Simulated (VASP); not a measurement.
Here is a VASP 6.6.1 calculation.

File INCAR:

```
  ALGO = Normal
  EDIFF = 1E-6
  ENCUT = 520
  GGA = PE
  ISIF = 2
  ISMEAR = 0
  LASPH = T
  LCHARG = F
  LREAL = F
  LWAVE = F
  NBANDS = 34
  NELM = 100
  PREC = Accurate
  SIGMA = 0.1
```

KPOINTS

```
k-points
0
Gamma
  6 6 2
```

POSCAR

```
Sc2InSbAs2
1.0
    5.2334917040      0.0000000000      0.0000000000
   -2.6167458520      4.5323367661      0.0000000000
    0.0000000000      0.0000000000     10.4131689665
Sc In Sb As
2 1 1 2
Direct
    0.3333333333      0.6666666667      0.0000000000
    0.6666666667      0.3333333333      0.0000000000
    0.0000000000      0.0000000000      0.0000000000
    0.0000000000      0.0000000000      0.5000000000
    0.0000000000      0.0000000000      0.2556956078
    0.0000000000      0.0000000000      0.7443043922
```

Potentials or basis: VASP PAW PBE potentials, release 64 (Sc_sv, In_d, Sb, As).

Run with:

```console
$ cat potpaw_PBE.64/Sc_sv/POTCAR potpaw_PBE.64/In_d/POTCAR potpaw_PBE.64/Sb/POTCAR potpaw_PBE.64/As/POTCAR > POTCAR
$ mpirun -np 1 vasp_std > vasp.out
```

Q: What does it give for the largest force?

A: 0.018 eV/Å.

Q: Predict the pressure.

A: 0.0 GPa.

Q: What does it give for the band gap on the k mesh?

A: Zero (bands 25 and 26 overlap by 0.45 eV).

Forces on the atoms (eV/Å):
```
Sc   0.000  0.000  0.000
Sc   0.000  0.000  0.000
In   0.000  0.000  0.000
Sb   0.000  0.000  0.000
As   0.000  0.000 -0.018
As   0.000  0.000  0.018
```

Caveat: semilocal functionals underestimate gaps, and a narrow one can read as zero; spin-orbit coupling is left out, which moves the levels of the heavy elements.
